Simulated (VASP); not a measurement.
A run of VASP 6.6.1:

Contents of INCAR:

```
SYSTEM = Co
ALGO = Normal
EDIFF = 1E-7
ENCUT = 520
GGA = PE
ISIF = 2
ISMEAR = 0
ISPIN = 2
LASPH = .True.
LCHARG = .False.
LMAXMIX = 4
LORBIT = 11
LREAL = .False.
LWAVE = .False.
MAGMOM = 0.86
NBANDS = 14
NELM = 150
NUPDOWN = 0.86
PREC = Accurate
SIGMA = 0.1
```

The input KPOINTS:

```
k-points
0
Gamma
  14 14 14
  0 0 0
```

Contents of POSCAR:

```
Co
1.0
    0.0000000000      1.7895000000      1.7895000000
    1.7895000000      0.0000000000      1.7895000000
    1.7895000000      1.7895000000      0.0000000000
Co
1
Direct
    0.0000000000      0.0000000000      0.0000000000
```

Potentials or basis: VASP PAW PBE potentials, release 64 (Co).

The run is started by

```console
$ cat potpaw_PBE.64/Co/POTCAR > POTCAR
$ mpirun -np 1 vasp_std > vasp.out
```

Hardware: 1 thread of Intel(R) Xeon(R) 6975P-C (Granite Rapids) (shared host).

Problem. Estimate the wall time of this run.

Solution. Wall time 20 s on 1 thread of Intel(R) Xeon(R) 6975P-C (Granite Rapids) (shared host), peak memory 0.15 GiB. Counts: scf iterations 14, k points 104.
